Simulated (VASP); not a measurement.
# FeO in VASP: single point with PBE

Aim: the single point of FeO with PBE.

Everything below comes from runs of VASP 6.6.1. Logs are shortened: lines on timing, memory, paths and dates and some standing lists are left out, and cuts for length are marked.

## Step 1: The cell of the first run

The cell holds a wire or tube with vacuum around it, 4 atoms: a = 11.000 Å, b = 9.300 Å, c = 3.878 Å, α = 90.00°, β = 90.00°, γ = 90.00°.

## Step 2: Single point, PBE, collinear spin, ferromagnetic start

File INCAR:

```
  PREC = Accurate
  ENCUT = 520
  EDIFF = 1E-6
  ISMEAR = 0
  SIGMA = 0.05
  LREAL = F
  LASPH = T
  NELM = 150
  ALGO = Normal
  ISIF = 2
  LWAVE = F
  LCHARG = F
  ISPIN = 2
  MAGMOM = 3.79 3.79 0.5 0.5
  LORBIT = 11
  LMAXMIX = 4
  GGA = PE
  NBANDS = 26
```

File KPOINTS:

```
regular mesh
0
Gamma
  1 1 17
```

File POSCAR:

```
FeO
1.0
   11.0000000000      0.0000000000      0.0000000000
    0.0000000000      9.3000000000      0.0000000000
    0.0000000000      0.0000000000      3.8779423922
Fe O
2 2
Direct
    0.4074581929      0.5000000000      0.0000000000
    0.5925418071      0.5000000000      0.5000000000
    0.4074581929      0.5000000000      0.5000000000
    0.5925418071      0.5000000000      0.0000000000
```

Potentials or basis: VASP PAW PBE potentials, release 64 (Fe, O).

On the command line:

```bash
$ cat potpaw_PBE.64/Fe/POTCAR potpaw_PBE.64/O/POTCAR > POTCAR
$ mpirun -np 1 vasp_std > vasp.out
```

OUTCAR:

```text
PREC = Accurate
   ENCUT = 520
   EDIFF = 1E-6
   ISMEAR = 0
   LREAL = F
   LASPH = T
   NELM = 150
   ISIF = 2
   ISPIN = 2
   LORBIT = 11
   GGA = PE

 ion  position               nearest neighbor table
   1  0.407  0.500  0.000-   3 1.94   3 1.94   4 2.04   2 2.81   2 2.81
   2  0.593  0.500  0.500-   4 1.94   4 1.94   3 2.04   1 2.81   1 2.81
   3  0.407  0.500  0.500-   1 1.94   1 1.94   2 2.04
   4  0.593  0.500  0.000-   2 1.94   2 1.94   1 2.04

  LATTYP: Found a simple orthorhombic cell.
 ALAT       =     3.8779423922
 B/A-ratio  =     2.3981789979
 C/A-ratio  =     2.8365558040

  Lattice vectors:

 A1 = (   0.0000000000,   0.0000000000,  -3.8779423922)
 A2 = (   0.0000000000,   9.3000000000,   0.0000000000)
 A3 = (  11.0000000000,   0.0000000000,   0.0000000000)

Analysis of symmetry for initial positions (statically):
=====================================================================
 Subroutine PRICEL returns:
 Original cell was already a primitive cell.

 Routine SETGRP: Setting up the symmetry group for a
 simple orthorhombic supercell.

 Subroutine GETGRP returns: Found  8 space group operations
 (whereof  4 operations were pure point group operations)
 out of a pool of  8 trial point group operations.

The static configuration has the point symmetry C_2v.
 The point group associated with its full space group is D_2h.

Analysis of symmetry for dynamics (positions and initial velocities):
=====================================================================
 Subroutine PRICEL returns:
 Original cell was already a primitive cell.

 Routine SETGRP: Setting up the symmetry group for a
 simple orthorhombic supercell.

 Subroutine GETGRP returns: Found  8 space group operations
 (whereof  4 operations were pure point group operations)
 out of a pool of  8 trial point group operations.

The dynamic configuration has the point symmetry C_2v.
 The point group associated with its full space group is D_2h.

Analysis of structural, dynamic, and magnetic symmetry:
=====================================================================
 Subroutine PRICEL returns:
 Original cell was already a primitive cell.

[... 117 lines left out ...]
  volume/ion in A,a.u.               =      99.18       669.29
  Fermi-wavevector in a.u.,A,eV,Ry     =   0.676553  1.278500  6.227713  0.457724
  Thomas-Fermi vector in A             =   1.753900
   LORBIT       =     11    0 simple, 1 ext, 2 COOP (PROOUT), +10 PAW based schemes
   GGA     = PE    functional components
   LHFCALC =     F    Hartree Fock is set to
   AEXX    =    0.0000 exact exchange contribution
   IVDW    =     0    specifies the selected vdW correction
   LEPSILON=     F    determine dielectric tensor
   LRPA    =     F    only Hartree local field effects (RPA)
 spin polarized calculation
 Gauss-broadening in eV      SIGMA  =   0.05
  energy-cutoff  :      520.00
  volume of cell :      396.71
 maximum number of plane-waves:     10723
 NGX is ok and might be reduce to    84
   NGX = 41   NGY = 35   NGZ = 15

 number of electron      28.0000004 magnetization       8.0000123

 Free energy of the ion-electron system (eV)
  ---------------------------------------------------
  ext. energy  EPLUGINS =         0.00000000
  ---------------------------------------------------
  free energy    TOTEN  =       -27.88049211 eV

  energy without entropy =      -27.87488211  energy(sigma->0) =      -27.87768711

 E-fermi :  -3.2602     XC(G=0):  -2.4912

 val. band max:       -3.2937954091   @ k =   0.0000   0.0000   0.3529
 cond. band min:      -3.2517489994   @ k =   0.0000   0.0000   0.0000
 fundamental gap:      0.0420464096
 Fermi energy:        -3.2601891298

 spin component 1

 k-point     1 :       0.0000    0.0000    0.0000
  band No.  band energies     occupation
      1     -21.9609      1.00000
      2     -21.4699      1.00000
      3      -8.3438      1.00000
      4      -8.3194      1.00000
      5      -7.6562      1.00000
      6      -7.4909      1.00000
[... 250 lines left out ...]
     25       3.1242      0.00000
     26       3.6398      0.00000
 Fermi energy:        -3.2601891298

 spin component 2

 k-point     1 :       0.0000    0.0000    0.0000
  band No.  band energies     occupation
      1     -21.4128      1.00000
      2     -20.8917      1.00000
      3      -7.7267      1.00000
      4      -7.3516      1.00000
      5      -6.5579      1.00000
      6      -6.5061      1.00000
[... 250 lines left out ...]
     25       3.4048      0.00000
     26       3.8799      0.00000

------------------------ aborting loop because EDIFF is reached ----------------------------------------

  FORCE on cell =-STRESS in cart. coord.  units (eV):
  Direction    XX          YY          ZZ          XY          YZ          ZX
  --------------------------------------------------------------------------------------
  -------------------------------------------------------------------------------------
  Total       -1.2822897     -0.0618850     -8.3105724      0.0000000      0.0000000      0.0000000
  in kB       -5.1786881     -0.2499303    -33.5632906      0.0000000      0.0000000      0.0000000
  external PRESSURE =     -12.9973030 kB  Pullay stress =       0.0000000 kB

 VOLUME and BASIS-vectors are now :
 -----------------------------------------------------------------------------
  energy-cutoff  :      520.00
  volume of cell :      396.71
      direct lattice vectors                 reciprocal lattice vectors
    11.000000000  0.000000000  0.000000000     0.090909091  0.000000000  0.000000000
     0.000000000  9.300000000  0.000000000     0.000000000  0.107526882  0.000000000
     0.000000000  0.000000000  3.877942392     0.000000000  0.000000000  0.257868709

 POSITION                                       TOTAL-FORCE (eV/Angst)
 -----------------------------------------------------------------------------------
      4.48204      4.65000      0.00000         0.767358      0.000000      0.000000
      6.51796      4.65000      1.93897        -0.767358      0.000000      0.000000
      4.48204      4.65000      1.93897        -0.163371      0.000000      0.000000
      6.51796      4.65000      0.00000         0.163371      0.000000      0.000000
 -----------------------------------------------------------------------------------
    total drift:                               -0.000000     -0.000000      0.000000

  FREE ENERGIE OF THE ION-ELECTRON SYSTEM (eV)
  ---------------------------------------------------
  free  energy   TOTEN  =       -27.8804921139 eV

  energy  without entropy=      -27.8748821055  energy(sigma->0) =      -27.87768711

 total charge

# of ion       s       p       d       tot
------------------------------------------
    1        0.350   0.348   6.043   6.741
    2        0.350   0.348   6.043   6.741
    3        1.555   3.405   0.000   4.960
    4        1.555   3.405   0.000   4.960
--------------------------------------------------
tot          3.809   7.506  12.086  23.402

 magnetization (x)

# of ion       s       p       d       tot
------------------------------------------
    1        0.059   0.034   3.385   3.477
    2        0.059   0.034   3.385   3.477
    3        0.011   0.272   0.000   0.283
    4        0.011   0.272   0.000   0.283
--------------------------------------------------
tot          0.139   0.612   6.769   7.520
```

OSZICAR:

```text
N       E                     dE             d eps       ncg     rms          rms(c)
DAV:   1     0.229933819942E+03    0.22993E+03   -0.87669E+03   936   0.767E+02
DAV:   2     0.318267022324E+02   -0.19811E+03   -0.17755E+03   972   0.199E+02
[... 24 lines left out ...]
DAV:  27    -0.278804840952E+02   -0.32109E-05   -0.20255E-07   832   0.278E-03    0.871E-04
DAV:  28    -0.278804851271E+02   -0.10319E-05   -0.50770E-08   760   0.165E-03    0.625E-04
DAV:  29    -0.278804887606E+02   -0.36335E-05   -0.27719E-07   774   0.143E-03    0.470E-04
DAV:  30    -0.278804899385E+02   -0.11779E-05   -0.14233E-07   756   0.129E-03    0.250E-04
DAV:  31    -0.278804911938E+02   -0.12552E-05   -0.94055E-08   748   0.899E-04    0.180E-04
DAV:  32    -0.278804921139E+02   -0.92014E-06   -0.10634E-07   740   0.768E-04
   1 F= -.27880492E+02 E0= -.27877687E+02  d E =-.561001E-02  mag=     8.0000
```

It took 4.4 min on 1 thread of AMD EPYC 9R45 (Zen 5), shared host; peak memory 0.6 GiB.

What came out:

```yaml
Free_energy: -27.8805 eV
Largest_force: 0.767 eV/Å
Band_gap_on_the_k_mesh: 0.04 eV (least direct gap 0.30 eV)
Net_moment: 8.00 μB per cell
Site_moments: Fe +3.48; O +0.28 μB
Valence_electrons_inside_the_program's_atomic_spheres: Fe 6.74; O 4.96
```

Forces in eV/Å, atoms in the order of the input:
```
Fe   0.767  0.000  0.000
Fe  -0.767  0.000  0.000
O   -0.163  0.000  0.000
O    0.163  0.000  0.000
```

Levels at points of the mesh, in eV from the valence-band top:
Spin up:
```
           k point  band 14  band 15  band 16  band 17  band 18  band 19  band 20  band 21  band 22  band 23
(0.00, 0.00, 0.00)    -2.24    -2.24    -2.22    -2.11    -1.18     1.45     2.61     3.87     4.15     4.47
```
Spin down:
```
           k point  band 7  band 8  band 9  band 10  band 11  band 12  band 13  band 14
(0.00, 0.00, 0.00)   -3.13   -2.29   -0.39    -0.30     0.04     0.44     0.71     0.77
```

Caveat: semilocal functionals underestimate gaps, and a narrow one can read as zero; the run started ferromagnetic, and an antiferromagnetic order may lie lower in energy.
